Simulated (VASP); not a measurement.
# H3Os (P6_3/mmc) in VASP: notebook, part 2 of 2

VASP 6.6.1.

## (4) Relaxation of cell and atoms, PBE

This run uses another cell than the first one, of 5.85 Å³/atom, 0.732 times its volume.

INCAR reads:

```
ALGO = Normal ; EDIFF = 1E-7
EDIFFG = -0.01 ; ENCUT = 600
GGA = PE ; IBRION = 2
ISIF = 3 ; ISMEAR = 0
LASPH = True ; LCHARG = False
LREAL = False ; LWAVE = False
NELM = 100 ; NSW = 100
PREC = Accurate ; SIGMA = 0.1
```

KPOINTS reads:

```
k-points
0
Gamma
  12 12 10
```

POSCAR reads:

```
H3Os
1.0
    3.7414740844      0.0000000000      0.0000000000
   -1.8707370422      3.2402116047      0.0000000000
    0.0000000000      0.0000000000      3.8629166245
H Os
6 2
Direct
    0.8407897759      0.6815795517      0.2500000000
    0.1592102241      0.8407897759      0.7500000000
    0.3184204483      0.1592102241      0.2500000000
    0.1592102241      0.3184204483      0.7500000000
    0.8407897759      0.1592102241      0.2500000000
    0.6815795517      0.8407897759      0.7500000000
    0.3333333333      0.6666666667      0.2500000000
    0.6666666667      0.3333333333      0.7500000000
```

Potentials or basis: VASP PAW PBE potentials, release 64 (H, Os).

Started as:

```bash
> cat potpaw_PBE.64/H/POTCAR potpaw_PBE.64/Os/POTCAR > POTCAR
> mpirun -np 1 vasp_std > vasp.out
```

OUTCAR:

```text
EDIFF = 1E-7
   EDIFFG = -0.01
   ENCUT = 600
   GGA = PE
   IBRION = 2
   ISIF = 3
   ISMEAR = 0
   LASPH = True
   LREAL = False
   NELM = 100
   NSW = 100
   PREC = Accurate

 ion  position               nearest neighbor table
   1  0.841  0.682  0.250-   7 1.87   7 1.87
   2  0.159  0.841  0.750-   8 1.87   8 1.87
   3  0.318  0.159  0.250-   7 1.87   7 1.87
   4  0.159  0.318  0.750-   8 1.87   8 1.87
   5  0.841  0.159  0.250-   7 1.87   7 1.87
   6  0.682  0.841  0.750-   8 1.87   8 1.87
   7  0.333  0.667  0.250-   1 1.87   3 1.87   5 1.87   5 1.87   1 1.87   3 1.87   8 2.90   8 2.90
                             8 2.90   8 2.90   8 2.90   8 2.90
   8  0.667  0.333  0.750-   4 1.87   6 1.87   2 1.87   2 1.87   4 1.87   6 1.87   7 2.90   7 2.90
                             7 2.90   7 2.90   7 2.90   7 2.90

  LATTYP: Found a hexagonal cell.
 ALAT       =     3.7414740844
[... 370 lines left out ...]
  ext. energy  EPLUGINS =         0.00000000
  ---------------------------------------------------
  free energy    TOTEN  =       -38.46455144 eV

  energy without entropy =      -38.45413999  energy(sigma->0) =      -38.45934571

 E-fermi :   6.2311     XC(G=0): -12.6424

 val. band max:        6.2291400585   @ k =   0.1667   0.1667   0.4000
 cond. band min:       6.2861364566   @ k =   0.3333   0.0833   0.3000
 fundamental gap:      0.0569963981
 Fermi energy:         6.2310571869

 k-point     1 :       0.0000    0.0000    0.0000
  band No.  band energies     occupation
      1      -6.9448      2.00000
      2      -2.8488      2.00000
      3      -0.1016      2.00000
      4      -0.1016      2.00000
      5       1.7243      2.00000
      6       1.7243      2.00000
[... 433 lines left out ...]
      3      -1.6179      2.00000
      4       0.9115      2.00000
      5       1.5683      2.00000
      6       2.6396      2.00000
[... 8 lines left out ...]
     15       9.6133      0.00000
     16      11.1383      0.00000

 [... further k-points ...]
[... 5 lines left out ...]
  --------------------------------------------------------------------------------------
  -------------------------------------------------------------------------------------
  Total       -0.0210201     -0.0210201     -0.0099463     -0.0000000      0.0000000      0.0000000
  in kB       -0.7179406     -0.7179406     -0.3397147     -0.0000000      0.0000000      0.0000000
  external PRESSURE =      -0.5918653 kB  Pullay stress =       0.0000000 kB
[... 23 lines left out ...]
  FREE ENERGIE OF THE ION-ELECTRON SYSTEM (eV)
  ---------------------------------------------------
  free  energy   TOTEN  =       -38.4645514375 eV

  energy  without entropy=      -38.4541399883  energy(sigma->0) =      -38.45934571

 reached required accuracy - stopping structural energy minimisation
```

OSZICAR:

```text
N       E                     dE             d eps       ncg     rms          rms(c)
DAV:   1     0.129657637474E+03    0.12966E+03   -0.11347E+04  3648   0.144E+03
DAV:   2    -0.288104864499E+02   -0.15847E+03   -0.15195E+03  3808   0.391E+02
[... 37 lines left out ...]
   4 F= -.38464501E+02 E0= -.38459267E+02  d E =-.587648E-03
       N       E                     dE             d eps       ncg     rms          rms(c)
DAV:   1    -0.384646247384E+02   -0.12355E-03   -0.57046E-03  3648   0.566E-01    0.865E-02
DAV:   2    -0.384645636112E+02    0.61127E-04   -0.12189E-04  4920   0.109E-01    0.340E-02
DAV:   3    -0.384645516164E+02    0.11995E-04   -0.32551E-05  5080   0.412E-02    0.914E-03
DAV:   4    -0.384645514050E+02    0.21143E-06   -0.35037E-06  4920   0.131E-02    0.398E-03
DAV:   5    -0.384645514375E+02   -0.32551E-07   -0.33040E-07  3320   0.617E-03
   5 F= -.38464551E+02 E0= -.38459346E+02  d E =-.637830E-03
```

CONTCAR:

```text
H3Os
   1.00000000000000
     3.7551897983716933    0.0000000000000000    0.0000000000000000
    -1.8775948991858467    3.2520897614306206    0.0000000000000000
    -0.0000000000000000    0.0000000000000000    3.8411549246757994
  H               Os
     6     2
Direct
     0.8407747871681662    0.6815495742363307    0.2500000000000000
     0.1592252128318337    0.8407747871681662    0.7500000000000000
     0.3184504257636693    0.1592252128318337    0.2500000000000000
     0.1592252128318337    0.3184504257636693    0.7500000000000000
     0.8407747871681662    0.1592252128318337    0.2500000000000000
     0.6815495742363307    0.8407747871681662    0.7500000000000000
     0.3333333332999970    0.6666666667000030    0.2500000000000000
     0.6666666667000030    0.3333333332999970    0.7500000000000000

  0.00000000E+00  0.00000000E+00  0.00000000E+00
  0.00000000E+00  0.00000000E+00  0.00000000E+00
  0.00000000E+00  0.00000000E+00  0.00000000E+00
  0.00000000E+00  0.00000000E+00  0.00000000E+00
  0.00000000E+00  0.00000000E+00  0.00000000E+00
  0.00000000E+00  0.00000000E+00  0.00000000E+00
  0.00000000E+00  0.00000000E+00  0.00000000E+00
  0.00000000E+00  0.00000000E+00  0.00000000E+00
```

Run time: 4.9 min. Hardware: 1 thread of Intel Xeon Platinum 8259CL at 2.50GHz (Skylake/Cascade Lake), shared host; peak memory 0.26 GiB.

What came out:

```yaml
Free_energy: -38.4646 eV
Relaxed_volume: 5.86 Å³/atom
Relaxed_cell: a = 3.755 Å, b = 3.755 Å, c = 3.841 Å, α = 90.00°, β = 90.00°, γ = 120.00°
Space_group_after_relaxing_to_0.05_Å: P6_3/mmc (No. 194)
Energy_gained_by_relaxing: 0.3 meV/atom
Ionic_steps: 5
Pressure_after_relaxing: -0.1 GPa
Largest_force_after_relaxing: 0.005 eV/Å
Band_gap_on_the_k_mesh: zero (band 11 reaches 7.35 eV, above the bottom of band 12 at 5.06 eV)
```

Forces in eV/Å, atoms in the order of the input:
```
H    0.000 -0.005  0.000
H    0.004 -0.003  0.000
H    0.004  0.003  0.000
H    0.000  0.005  0.000
H   -0.004  0.003  0.000
H   -0.004 -0.003  0.000
Os   0.000  0.000  0.000
Os   0.000  0.000  0.000
```

Step by step:
```tsv
step	energy change (eV)	largest force (eV/Å)	pressure (GPa)	volume (Å³)
1	0.0000	0.0037	0.68	46.83
2	-0.0015	0.0040	-0.36	47.00
3	-0.0015	0.0062	-0.65	47.05
4	-0.0021	0.0053	-0.21	46.94
5	-0.0021	0.0051	-0.06	46.91
```

Final structure:
```yaml
crystal:
  lattice:
    - [3.75519, 0.00000, 0.00000]
    - [-1.87759, 3.25209, 0.00000]
    - [0.00000, 0.00000, 3.84115]
  atoms:
    - { symbol: H, position: [0.84077, 0.68155, 0.25000] }
    - { symbol: H, position: [0.15923, 0.84077, 0.75000] }
    - { symbol: H, position: [0.31845, 0.15923, 0.25000] }
    - { symbol: H, position: [0.15923, 0.31845, 0.75000] }
    - { symbol: H, position: [0.84077, 0.15923, 0.25000] }
    - { symbol: H, position: [0.68155, 0.84077, 0.75000] }
    - { symbol: Os, position: [0.33333, 0.66667, 0.25000] }
    - { symbol: Os, position: [0.66667, 0.33333, 0.75000] }
```

Caveat: spin-orbit coupling is left out, which moves the levels of the heavy elements.

## (5) Overview

```tsv
task	cell	k mesh	cutoff (eV)	gap on the mesh (eV)	pressure (GPa)	largest force (eV/Å)
single point	a = 4.514, b = 4.514, c = 3.623 Å, angles 90.0, 90.0, 120.0°, 8 atoms	6 × 6 × 6	520	none	-37.7	0.57
single point	a = 3.750, b = 3.750, c = 3.840 Å, angles 90.0, 90.0, 120.0°, 8 atoms	12 × 12 × 10	520	none	0.6	0.01
relaxation of cell and atoms	relaxed from a = 3.741, b = 3.741, c = 3.863 Å, angles 90.0, 90.0, 120.0°, 8 atoms	12 × 12 × 10	600	none	-0.1	0.01
```

Alike in all rows: level PBE; potentials or basis VASP PAW PBE potentials, release 64 (H, Os); no spin polarisation; smearing gaussian 0.1 eV.

Caveats: spin-orbit coupling is left out, which moves the levels of the heavy elements.

Total energies depend on the potentials used, so only differences within one code and one set of settings carry meaning.
